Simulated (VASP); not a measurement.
GaAs:

```
Ga As
1.0
     0.00000    2.83308    2.83308
     2.83308    0.00000    2.83308
     2.83308    2.83308    0.00000
Ga As
1 1
Direct
  0.00000 0.00000 0.00000
  0.25000 0.25000 0.25000
```

Base run:

| Quantity | Value |
| --- | --- |
| Program | VASP 6.6.1 |
| Functional | PBE |
| Potentials or basis | VASP PAW PBE potentials, release 64 (Ga_d, As) |
| Cutoff | 520 eV |
| k mesh | 8 × 8 × 8 |
| Occupations | gaussian, width 0.01 eV |
| Spin | no spin polarisation |

Its results: band gap on the k mesh 0.47 eV, direct; pressure 2.9 GPa.

The run is repeated on the same cell with these changes: functional from PBE to r2SCAN; further incar settings from ALGO = Normal; EDIFF = 1e-06; NBANDS = 16 to ALGO = Normal; EDIFF = 1e-07; NBANDS = 16. What comes out?

Band gap on the k mesh 0.94 eV, direct; pressure 0.1 GPa.

Caveats: the PAW data sets were made with another functional, which shifts forces and pressure a little (some runs).

A k mesh can miss the band edges.
